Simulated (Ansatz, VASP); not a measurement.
**Sn in VASP and in Ansatz**

Contents of INCAR:

```
ALGO = Normal
EDIFF = 1E-7
ENCUT = 520
GGA = RP
ISIF = 2
ISMEAR = -1
LASPH = T
LCHARG = F
LREAL = F
LWAVE = F
NBANDS = 36
NELM = 100
PREC = Accurate
SIGMA = 0.1
```

KPOINTS

```
k-points
0
Gamma
  12 12 4
```

POSCAR

```
Sn
1.0
    3.5560194819      0.0000000000      0.0000000000
   -1.7780097409      3.0796032077      0.0000000000
    0.0000000000      0.0000000000     11.7378644537
Sn
4
Direct
    0.0000000000      0.0000000000      1.0000000000
    0.0000000000      0.0000000000      0.5000000000
    0.3333333333      0.6666666667      0.2500000000
    0.6666666667      0.3333333333      0.7500000000
```

Input for Ansatz:

```yaml
crystal:
  lattice:
    - [3.5560194819, 0.0, 0.0]
    - [-1.7780097409, 3.0796032077, 0.0]
    - [0.0, 0.0, 11.7378644537]
  atoms:
    - { symbol: Sn, position: [0.0, 0.0, 1.0] }
    - { symbol: Sn, position: [0.0, 0.0, 0.5] }
    - { symbol: Sn, position: [0.3333333333, 0.6666666667, 0.25] }
    - { symbol: Sn, position: [0.6666666667, 0.3333333333, 0.75] }
hamiltonian:
  xc: rpbe
  pseudopotentials:
    kind: paw
    azcp:
      Sn: "pseudopotentials/Sn.paw.azcp"
basis:
  ecutwfc: 420
  fft_grid_basis: typed
kpoints:
  mp_grid: { grid: [12, 12, 4], shift: [0, 0, 0] }
magnetization:
  spin_polarized: false
scf:
  occupations: { method: fermi_dirac, width: 0.1 }
  lower_state_search: "off"
output:
  stress: true
  write_density: true
  write_potential: true
  elf: true
  volumetric_format: npy
```

Alike in both runs: task single point; functional RPBE; k mesh 12 × 12 × 4; occupations fermi-dirac, width 0.1 eV; no spin polarisation.

```csv
,VASP,Ansatz
version,VASP 6.6.1,Ansatz 0.2.0
potentials or method,"VASP PAW PBE potentials, release 64 (Sn_d), cutoff 520 eV","plane waves (420 eV) with PAW, scalar-relativistic"
valence electrons in the cell,56,56
```

|  | VASP | Ansatz | Ansatz less VASP |
| --- | --- | --- | --- |
| pressure (GPa) | -3.6 | -3.6 | +0.04 |

VASP's potentials were made for PBE, not for RPBE. With one functional, cell and mesh, what is left measures potentials, basis and numerics.
